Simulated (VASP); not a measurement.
# PbO (Pbcm) in VASP: relaxation of cell and atoms with LDA

Aim: the relaxation of cell and atoms of PbO with LDA.

Everything below comes from runs of VASP 6.6.1. Logs are shortened: lines on timing, memory, paths and dates and some standing lists are left out, and cuts for length are marked.

## 1. The cell of the first run

The structure is orthorhombic, space group Pbcm (No. 57). The conventional cell has a = 5.876 Å, b = 5.476 Å, c = 4.743 Å, α = 90.00°, β = 90.00°, γ = 90.00°. Within 2.9 Å of Pb (site symmetry m) lie 4 O at 2.17 to 2.50 Å. Within 3.2 Å of O (site symmetry m) lie 5 Pb at 2.17 to 3.16 Å and 6 O at 2.97 to 3.15 Å.

## 2. Relaxation of cell and atoms, LDA

INCAR reads:

```
SYSTEM = PbO
  ALGO = Normal
  EDIFF = 1E-7
  EDIFFG = -0.05
  ENCUT = 600
  GGA = CA
  GGA_COMPAT = .FALSE.
  IBRION = 2
  ISIF = 3
  ISMEAR = 0
  LASPH = .TRUE.
  LCHARG = .FALSE.
  LREAL = .FALSE.
  LWAVE = .FALSE.
  NELM = 120
  NELMIN = 4
  NSW = 100
  PREC = Accurate
  SIGMA = 0.1
```

KPOINTS reads:

```
k-points
0
G
  4 4 4
  0 0 0
```

POSCAR reads:

```
PbO
1.0
    5.8760000000      0.0000000000      0.0000000000
    0.0000000000      5.4760000000      0.0000000000
    0.0000000000      0.0000000000      4.7430000000
Pb O
4 4
Direct
    0.2310000000      0.0140000000      0.2500000000
    0.7690000000      0.9860000000      0.7500000000
    0.2310000000      0.4860000000      0.7500000000
    0.7690000000      0.5140000000      0.2500000000
    0.8680000000      0.0820000000      0.2500000000
    0.1320000000      0.9180000000      0.7500000000
    0.8680000000      0.4180000000      0.7500000000
    0.1320000000      0.5820000000      0.2500000000
```

Potentials or basis: VASP PAW LDA potentials, release 64 (Pb_d, O).

Command:

```bash
cat potpaw_LDA.64/Pb_d/POTCAR potpaw_LDA.64/O/POTCAR > POTCAR
mpirun -np 1 vasp_std > vasp.out
```

OUTCAR:

```text
SYSTEM = PbO
   EDIFF = 1E-7
   EDIFFG = -0.05
   ENCUT = 600
   GGA = CA
   IBRION = 2
   ISIF = 3
   ISMEAR = 0
   LASPH = .TRUE.
   LREAL = .FALSE.
   NELM = 120
   NELMIN = 4
   NSW = 100
   PREC = Accurate

 ion  position               nearest neighbor table
   1  0.231  0.014  0.250-   5 2.17   8 2.44   6 2.50   6 2.50   3 3.51   3 3.51   2 3.61   2 3.61
                             3 3.74   3 3.74   4 3.86   4 3.86   2 3.95   2 3.95
   2  0.769  0.986  0.750-   6 2.17   7 2.44   5 2.50   5 2.50   4 3.51   4 3.51   1 3.61   1 3.61
                             4 3.74   4 3.74   3 3.86   3 3.86   1 3.95   1 3.95
   3  0.231  0.486  0.750-   7 2.17   6 2.44   8 2.50   8 2.50   1 3.51   1 3.51   4 3.61   4 3.61
                             1 3.74   1 3.74   2 3.86   2 3.86   4 3.95   4 3.95
   4  0.769  0.514  0.250-   8 2.17   5 2.44   7 2.50   7 2.50   2 3.51   2 3.51   3 3.61   3 3.61
                             2 3.74   2 3.74   1 3.86   1 3.86   3 3.95   3 3.95
   5  0.868  0.082  0.250-   1 2.17   4 2.44   2 2.50   2 2.50
   6  0.132  0.918  0.750-   2 2.17   3 2.44   1 2.50   1 2.50
   7  0.868  0.418  0.750-   3 2.17   2 2.44   4 2.50   4 2.50
   8  0.132  0.582  0.250-   4 2.17   1 2.44   3 2.50   3 2.50

  LATTYP: Found a simple orthorhombic cell.
 ALAT       =     4.7430000000
 B/A-ratio  =     1.1545435378
 C/A-ratio  =     1.2388783470

  Lattice vectors:

 A1 = (   0.0000000000,   0.0000000000,  -4.7430000000)
 A2 = (   0.0000000000,   5.4760000000,   0.0000000000)
 A3 = (   5.8760000000,   0.0000000000,   0.0000000000)

Analysis of symmetry for initial positions (statically):
=====================================================================
 Subroutine PRICEL returns:
 Original cell was already a primitive cell.

 Routine SETGRP: Setting up the symmetry group for a
 simple orthorhombic supercell.

 Subroutine GETGRP returns: Found  8 space group operations
 (whereof  2 operations were pure point group operations)
 out of a pool of  8 trial point group operations.

The static configuration has the point symmetry S_2 .
 The point group associated with its full space group is D_2h.

Analysis of symmetry for dynamics (positions and initial velocities):
=====================================================================
 Subroutine PRICEL returns:
 Original cell was already a primitive cell.

 Routine SETGRP: Setting up the symmetry group for a
 simple orthorhombic supercell.

 Subroutine GETGRP returns: Found  8 space group operations
 (whereof  2 operations were pure point group operations)
 out of a pool of  8 trial point group operations.

The dynamic configuration has the point symmetry S_2 .
 The point group associated with its full space group is D_2h.

 Subroutine INISYM returns: Found  8 space group operations
 (whereof  2 operations are pure point group operations),
 and found     1 'primitive' translations

----------------------------------------------------------------------------------------

                                     Primitive cell

  volume of cell :     152.6154

  direct lattice vectors                    reciprocal lattice vectors
     5.876000000  0.000000000  0.000000000     0.170183799  0.000000000  0.000000000
     0.000000000  5.476000000  0.000000000     0.000000000  0.182615047  0.000000000
     0.000000000  0.000000000  4.743000000     0.000000000  0.000000000  0.210837023

  length of vectors
     5.876000000  5.476000000  4.743000000     0.170183799  0.182615047  0.210837023

  position of ions in fractional coordinates (direct lattice)
     0.231000000  0.014000000  0.250000000
     0.769000000  0.986000000  0.750000000
     0.231000000  0.486000000  0.750000000
     0.769000000  0.514000000  0.250000000
     0.868000000  0.082000000  0.250000000
     0.132000000  0.918000000  0.750000000
     0.868000000  0.418000000  0.750000000
     0.132000000  0.582000000  0.250000000

  ion indices of the primitive-cell ions
   primitive index   ion index
                 1           1
                 2           2
                 3           3
                 4           4
                 5           5
                 6           6
                 7           7
                 8           8

----------------------------------------------------------------------------------------

 KPOINTS: k-points

Automatic generation of k-mesh.
 Grid dimensions read from file:
 generate k-points for:    4    4    4

 Generating k-lattice:

  Cartesian coordinates                     Fractional coordinates (reciprocal lattice)
     0.042545950  0.000000000  0.000000000     0.250000000  0.000000000  0.000000000
     0.000000000  0.045653762  0.000000000     0.000000000  0.250000000  0.000000000
     0.000000000  0.000000000  0.052709256     0.000000000  0.000000000  0.250000000

  Length of vectors
     0.042545950  0.045653762  0.052709256

  Shift w.r.t. Gamma in fractional coordinates (k-lattice)
     0.000000000  0.000000000  0.000000000

 Subroutine IBZKPT returns following result:
 ===========================================

 Found     27 irreducible k-points:

 Following reciprocal coordinates:
            Coordinates               Weight
  0.000000  0.000000  0.000000      1.000000
  0.250000  0.000000  0.000000      2.000000
  0.500000  0.000000  0.000000      1.000000
  0.000000  0.250000  0.000000      2.000000
  0.250000  0.250000  0.000000      4.000000
  0.500000  0.250000  0.000000      2.000000
[... 16 lines left out ...]
  0.250000  0.250000  0.500000      4.000000
  0.500000  0.250000  0.500000      2.000000
 [... further k-points ...]
   k-points           NKPTS =     27   k-points in BZ     NKDIM =     27   number of bands    NBANDS=     48
   number of dos      NEDOS =    301   number of ions     NIONS =      8
   total plane-waves  NPLWV =  92160
   dimension x,y,z NGX =    48 NGY =   48 NGZ =   40
   dimension x,y,z NGXF=    96 NGYF=   96 NGZF=   80
   ions per type =               4   4
   NGX,Y,Z   is equivalent  to a cutoff of  13.58, 14.57, 14.02 a.u.
   NGXF,Y,Z  is equivalent  to a cutoff of  27.16, 29.14, 28.04 a.u.
 SYSTEM =  PbO
   PREC   = accura    normal or accurate (medium, high low for compatibility)
   ISTART =      0    job   : 0-new  1-cont  2-samecut
   ICHARG =      2    charge: 1-file 2-atom 10-const
   ISPIN  =      1    spin polarized calculation?
   LNONCOLLINEAR =      F non collinear calculations
   LSORBIT =      F    spin-orbit coupling
   LASPH  =      T    aspherical Exc in radial PAW
   ENCUT  =  600.0 eV  44.10 Ry    6.64 a.u.  11.74 10.94  9.47*2*pi/ulx,y,z
   NELM   =    120;   NELMIN=  4; NELMDL= -5     # of ELM steps
   EDIFF  = 0.1E-06   stopping-criterion for ELM
   LREAL  =      F    real-space projection
   EDIFFG = -.5E-01   stopping-criterion for IOM
   NSW    =    100    number of steps for IOM
   IBRION =      2    ionic relax: 0-MD 1-quasi-New 2-CG
   NFREE  =      1    steps in history (QN), initial steepest desc. (CG)
   ISIF   =      3    stress and relaxation
   ISYM   =      2    0-nonsym 1-usesym 2-fastsym
   POTIM  = 0.5000    time-step for ionic-motion
   TEBEG  =    0.0;   TEEND  =   0.0 temperature during run
   PSTRESS=    0.0 pullay stress
   NELECT =      80.0000    total number of electrons
   NUPDOWN=      -1.0000    fix difference up-down
   EMIN   =  10.00;   EMAX   =-10.00  energy-range for DOS
   EFERMI =   0.00;   METHOD = LEGACY
   ISMEAR =     0;   SIGMA  =   0.10  broadening in eV -4-tet -1-fermi 0-gaus
   EFERMI_NEDOS =   21; number of points for ismear=-14 and -15
   IALGO  =     38    algorithm
   IMIX   =      4    mixing-type and parameters
     AMIX     =   0.40;   BMIX     =  1.00
     AMIX_MAG =   1.60;   BMIX_MAG =  1.00
  volume/ion in A,a.u.               =      19.08       128.74
  Fermi-wavevector in a.u.,A,eV,Ry     =   1.319994  2.494427 23.706585  1.742385
  Thomas-Fermi vector in A             =   2.449852
   LORBIT       =      0    0 simple, 1 ext, 2 COOP (PROOUT), +10 PAW based schemes
   GGA     = CA    functional components
   LHFCALC =     F    Hartree Fock is set to
   AEXX    =    0.0000 exact exchange contribution
   IVDW    =     0    specifies the selected vdW correction
   LEPSILON=     F    determine dielectric tensor
   LRPA    =     F    only Hartree local field effects (RPA)
 conjugate gradient relaxation of ions
 non-spin polarized calculation
 Gauss-broadening in eV      SIGMA  =   0.10
  energy-cutoff  :      600.00
  volume of cell :      152.62
 maximum number of plane-waves:      5122
 NGX is ok and might be reduce to    48
   NGX = 23   NGY = 21   NGZ = 19

--------------------------------------- Ionic step        1  -------------------------------------------

 number of electron      80.0000004 magnetization

 Free energy of the ion-electron system (eV)
  ---------------------------------------------------
  ext. energy  EPLUGINS =         0.00000000
  ---------------------------------------------------
  free energy    TOTEN  =       -48.23623546 eV

  energy without entropy =      -48.23623546  energy(sigma->0) =      -48.23623546

------------------------ aborting loop because EDIFF is reached ----------------------------------------

  FORCE on cell =-STRESS in cart. coord.  units (eV):
  Direction    XX          YY          ZZ          XY          YZ          ZX
  --------------------------------------------------------------------------------------
  -------------------------------------------------------------------------------------
  Total        0.0309149     -7.5119631     -5.3938420      0.0000000      0.0000000      0.0000000
  in kB        0.3245489    -78.8616169    -56.6252920      0.0000000      0.0000000      0.0000000
  external PRESSURE =     -45.0541200 kB  Pullay stress =       0.0000000 kB
[... 107 lines left out ...]
  FREE ENERGIE OF THE ION-ELECTRON SYSTEM (eV)
  ---------------------------------------------------
  free  energy   TOTEN  =       -48.6119411640 eV

  energy  without entropy=      -48.6119411640  energy(sigma->0) =      -48.61194116

[... ionic steps 4 to 9 ...]

--------------------------------------- Ionic step       10  -------------------------------------------

 number of electron      80.0000003 magnetization

------------------------ aborting loop because EDIFF is reached ----------------------------------------
[... 79 lines left out ...]
--------------------------------------- Ionic step       12  -------------------------------------------

 number of electron      80.0000004 magnetization

 Free energy of the ion-electron system (eV)
  ---------------------------------------------------
  ext. energy  EPLUGINS =         0.00000000
  ---------------------------------------------------
  free energy    TOTEN  =       -48.68976104 eV

  energy without entropy =      -48.68976104  energy(sigma->0) =      -48.68976104

 E-fermi :   5.5473     XC(G=0): -10.8224

 val. band max:        5.0425568131   @ k =   0.5000   0.0000   0.0000
 cond. band min:       7.3611948101   @ k =   0.5000   0.5000   0.2500
 fundamental gap:      2.3186379970
 Fermi energy:         5.5473300564

 k-point     1 :       0.0000    0.0000    0.0000
  band No.  band energies     occupation
      1     -12.5890      2.00000
      2     -12.4130      2.00000
      3     -12.3221      2.00000
      4     -12.2289      2.00000
      5     -10.4103      2.00000
      6     -10.3378      2.00000
[... 1213 lines left out ...]
     47      11.4568      0.00000
     48      11.4568      0.00000

 [... further k-points ...]

------------------------ aborting loop because EDIFF is reached ----------------------------------------

  FORCE on cell =-STRESS in cart. coord.  units (eV):
  Direction    XX          YY          ZZ          XY          YZ          ZX
  --------------------------------------------------------------------------------------
  -------------------------------------------------------------------------------------
  Total       -0.2612970      0.0145022     -0.0034194      0.0000000     -0.0000000      0.0000000
  in kB       -2.8728739      0.1594473     -0.0375955      0.0000000     -0.0000000      0.0000000
  external PRESSURE =      -0.9170074 kB  Pullay stress =       0.0000000 kB
[... 23 lines left out ...]
  FREE ENERGIE OF THE ION-ELECTRON SYSTEM (eV)
  ---------------------------------------------------
  free  energy   TOTEN  =       -48.6897610415 eV

  energy  without entropy=      -48.6897610415  energy(sigma->0) =      -48.68976104

 reached required accuracy - stopping structural energy minimisation
```

It took 13 min on 1 thread of Intel Xeon 6975P-C (Granite Rapids), shared host; peak memory 0.36 GiB.

What came out:

```
Free energy                           : -48.6898 eV
Relaxed volume                        : 18.22 Å³/atom
Relaxed cell                          : a = 5.830 Å, b = 5.357 Å, c = 4.665 Å, α = 90.00°, β = 90.00°, γ = 90.00°
Space group after relaxing (to 0.1 Å) : Pbcm (No. 57)
Energy gained by relaxing             : 56.7 meV/atom
Ionic steps                           : 12
Pressure after relaxing               : -0.1 GPa
Largest force after relaxing          : 0.036 eV/Å
Band gap on the k mesh                : 2.32 eV (least direct gap 2.56 eV)
```

Forces on the atoms (eV/Å):
```
Pb  -0.001  0.007  0.000
Pb   0.001 -0.007  0.000
Pb  -0.001 -0.007  0.000
Pb   0.001  0.007  0.000
O    0.007  0.035  0.000
O   -0.007 -0.035  0.000
O    0.007 -0.035  0.000
O   -0.007  0.035  0.000
```

Step by step:
```tsv
step	energy change (eV)	largest force (eV/Å)	pressure (GPa)	volume (Å³)
1	0.0000	1.0577	-4.51	152.62
2	-0.3571	0.5830	3.51	140.99
3	-0.3757	0.5372	1.75	142.91
4	-0.4086	0.2338	-0.51	145.28
5	-0.4161	0.2009	0.11	144.54
6	-0.4314	0.1463	-0.03	145.10
7	-0.4426	0.0658	-0.21	146.06
8	-0.4495	0.0813	0.12	145.68
9	-0.4508	0.1089	0.35	145.41
10	-0.4507	0.0894	-0.58	146.30
11	-0.4525	0.0566	-0.12	145.85
12	-0.4535	0.0360	-0.09	145.72
```

Final structure:
```yaml
crystal:
  lattice:
    - [5.83050, 0.00000, 0.00000]
    - [0.00000, 5.35720, 0.00000]
    - [0.00000, 0.00000, 4.66536]
  atoms:
    - { symbol: Pb, position: [0.23427, 0.99348, 0.25000] }
    - { symbol: Pb, position: [0.76573, 0.00652, 0.75000] }
    - { symbol: Pb, position: [0.23427, 0.50652, 0.75000] }
    - { symbol: Pb, position: [0.76573, 0.49348, 0.25000] }
    - { symbol: O, position: [0.86206, 0.08551, 0.25000] }
    - { symbol: O, position: [0.13794, 0.91449, 0.75000] }
    - { symbol: O, position: [0.86206, 0.41449, 0.75000] }
    - { symbol: O, position: [0.13794, 0.58551, 0.25000] }
```

Levels at points of the mesh, in eV from the valence-band top:
| k point | band 38 | band 39 | band 40 | band 41 | band 42 | band 43 |
| --- | --- | --- | --- | --- | --- | --- |
| (0.00, 0.00, 0.00) | -1.31 | -0.43 | -0.01 | 3.44 | 3.95 | 4.53 |
| (0.50, 0.00, 0.00) | -0.64 | -0.53 | 0.00 | 2.64 | 3.13 | 3.67 |
| (0.00, 0.50, 0.00) | -0.91 | -0.12 | -0.12 | 4.11 | 4.11 | 4.98 |
| (0.50, 0.50, 0.00) | -0.59 | -0.45 | -0.45 | 3.17 | 3.17 | 4.04 |
| (0.00, 0.00, 0.50) | -0.76 | -0.18 | -0.18 | 4.18 | 4.18 | 5.07 |
| (0.50, 0.00, 0.50) | -0.44 | -0.42 | -0.42 | 3.22 | 3.22 | 3.66 |
| (0.00, 0.50, 0.50) | -0.72 | -0.72 | -0.72 | 3.41 | 3.41 | 3.41 |
| (0.50, 0.50, 0.50) | -0.56 | -0.56 | -0.56 | 2.52 | 2.52 | 2.52 |

Caveat: spin-orbit coupling is left out, which moves the levels of the heavy elements; the relaxation stopped at a loose force limit of 0.05 eV/Å, so its end isn't a converged minimum. A k mesh can miss the band edges.
